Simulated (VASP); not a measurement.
Here is a VASP 6.6.1 calculation.

The input INCAR:

```
  PREC = Accurate
  ENCUT = 600
  EDIFF = 1E-6
  ISMEAR = 0
  SIGMA = 0.02
  LREAL = F
  LASPH = T
  NELM = 80
  ALGO = Normal
  ISIF = 3
  LWAVE = F
  LCHARG = F
  GGA = PE
  IBRION = 2
  NSW = 100
  EDIFFG = -0.005
```

File KPOINTS:

```
Automatic mesh
0
Gamma
  10 10 10
```

POSCAR

```
ZnS
1.0
    0.0000000000      2.7020000000      2.7020000000
    2.7020000000      0.0000000000      2.7020000000
    2.7020000000      2.7020000000      0.0000000000
Zn S
1 1
Direct
    0.2500000000      0.2500000000      0.2500000000
    0.0000000000      0.0000000000      0.0000000000
```

Potentials or basis: VASP PAW PBE potentials, release 64 (Zn, S).

Command:

```bash
$ cat potpaw_PBE.64/Zn/POTCAR potpaw_PBE.64/S/POTCAR > POTCAR
$ mpirun -np 1 vasp_std > vasp.out
```

(1) Estimate the band gap on the k mesh.

(2) What does it give for the relaxed volume?

Answers

(1) 2.01 eV, direct.

(2) 20.21 Å³/atom.
